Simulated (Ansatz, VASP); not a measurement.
**TiAl3: VASP beside Ansatz**

INCAR

```
SYSTEM = TiAl3
PREC = Accurate
ENCUT = 520
EDIFF = 1E-6
ISMEAR = -1
SIGMA = 0.05
LREAL = .FALSE.
LASPH = .TRUE.
NELM = 80
ALGO = Normal
ISIF = 2
LWAVE = .FALSE.
LCHARG = .FALSE.
GGA = PE
NBANDS = 18
```

File KPOINTS:

```
Automatic mesh
0
G
  10 10 10
  0 0 0
```

Contents of POSCAR:

```
TiAl3
1.0
   -1.8982801649      1.8982801649      4.2519386083
    1.8982801649     -1.8982801649      4.2519386083
    1.8982801649      1.8982801649     -4.2519386083
Ti Al
1 3
Direct
    0.0000000000      0.0000000000      0.0000000000
    0.2500000000      0.7500000000      0.5000000000
    0.7500000000      0.2500000000      0.5000000000
    0.5000000000      0.5000000000      0.0000000000
```

The input input.yaml:

```yaml
crystal:
  lattice:
    - [-1.8982801649, 1.8982801649, 4.2519386083]
    - [1.8982801649, -1.8982801649, 4.2519386083]
    - [1.8982801649, 1.8982801649, -4.2519386083]
  atoms:
    - { symbol: Ti, position: [0.0, 0.0, 0.0] }
    - { symbol: Al, position: [0.25, 0.75, 0.5] }
    - { symbol: Al, position: [0.75, 0.25, 0.5] }
    - { symbol: Al, position: [0.5, 0.5, 0.0] }
kpoints:
  mp_grid: { grid: [10, 10, 10] }
scf:
  occupations: { method: fermi_dirac, width: 0.05 }
hamiltonian:
  xc: pbe
  pseudopotentials: { kind: all_electron, lapw: { basis_error: 0.001 } }
output:
  forces: true
  stress: true
  eigenvalues: true
```

Change from the starting cell: volume scaled by 0.98.

Alike in both runs: task single point; functional PBE; k mesh 10 × 10 × 10; occupations fermi-dirac, width 0.05 eV; no spin polarisation.

|  | VASP | Ansatz |
| --- | --- | --- |
| version | VASP 6.6.1 | Ansatz 0.2.0 |
| potentials or method | VASP PAW PBE potentials, release 64 (Ti_sv, Al), cutoff 520 eV | all-electron LAPW, scalar-relativistic |

VASP gave:

| Quantity | Value |
| --- | --- |
| gap on the k mesh at the Fermi level (eV) | none |
| pressure (GPa) | 4.4 |
| traceless stress, the component that is largest in VASP (GPa) | -0.17 |

**Question.** Which values does Ansatz return?

**Answer.** gap on the k mesh at the Fermi level (eV): none; pressure (GPa): 4.4; traceless stress, the component that is largest in VASP (GPa): -0.16.

A gap of «none» marks a metal or a gap that the smearing closes. Ansatz ran all-electron here, and VASP with PAW potentials.
